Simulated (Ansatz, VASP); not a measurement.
CsPbCl3 in VASP and in Ansatz

INCAR

```
SYSTEM = CsPbCl3
ALGO = Normal
EDIFF = 1E-7
EDIFFG = -0.02
ENCUT = 600
GGA = PE
IBRION = 2
ISIF = 3
ISMEAR = 0
LASPH = .TRUE.
LCHARG = .FALSE.
LREAL = .FALSE.
LWAVE = .FALSE.
NELM = 60
NSW = 60
PREC = Accurate
SIGMA = 0.01
```

The input KPOINTS:

```
k-points
0
G
  4 4 4
  0 0 0
```

POSCAR

```
CsPbCl3
1.0
    5.6050000000      0.0000000000      0.0000000000
    0.0000000000      5.6050000000      0.0000000000
    0.0000000000      0.0000000000      5.6050000000
Cs Pb Cl
1 1 3
Direct
    0.0000000000      0.0000000000      0.0000000000
    0.5000000000      0.5000000000      0.5000000000
    0.5000000000      0.5000000000      0.0000000000
    0.0000000000      0.5000000000      0.5000000000
    0.5000000000      0.0000000000      0.5000000000
```

Input for Ansatz:

```yaml
crystal:
  lattice:
    - [5.605, 0.0, 0.0]
    - [0.0, 5.605, 0.0]
    - [0.0, 0.0, 5.605]
  atoms:
    - { symbol: Cs, position: [0.0, 0.0, 0.0] }
    - { symbol: Pb, position: [0.5, 0.5, 0.5] }
    - { symbol: Cl, position: [0.5, 0.5, 0.0] }
    - { symbol: Cl, position: [0.0, 0.5, 0.5] }
    - { symbol: Cl, position: [0.5, 0.0, 0.5] }
basis:
  ecutwfc: 470.0
kpoints:
  mp_grid: { grid: [4, 4, 4] }
hamiltonian:
  xc: pbe
  pseudopotentials: { kind: paw }
scf:
  convergence: { dr2_threshold: 1.0e-10 }
  occupations: { method: fixed }
relax:
  f_tol: 0.02
  max_steps: 40
  cell: { stress_tol: 0.05 }
```

Alike in both runs: task relaxation of cell and atoms; functional PBE; k mesh 4 × 4 × 4; no spin polarisation.

|  | VASP | Ansatz |
| --- | --- | --- |
| version | VASP 6.6.1 | Ansatz 0.2.0 |
| potentials or method | VASP PAW PBE potentials, release 64 (Cs_sv, Pb_d, Cl), cutoff 600 eV | plane waves, PAW |
| occupations | gaussian, width 0.01 eV | fixed |
| valence electrons in the cell | 44 | 44 |

|  | VASP | Ansatz | Ansatz less VASP |
| --- | --- | --- | --- |
| relaxed volume (Å³/atom) | 37.83 | 37.83 | +0.003 |
| relaxed length of the cell vector where the two differ most in proportion (Å) | 5.740 | 5.740 | +0.0001 |

Spin-orbit coupling is off throughout.
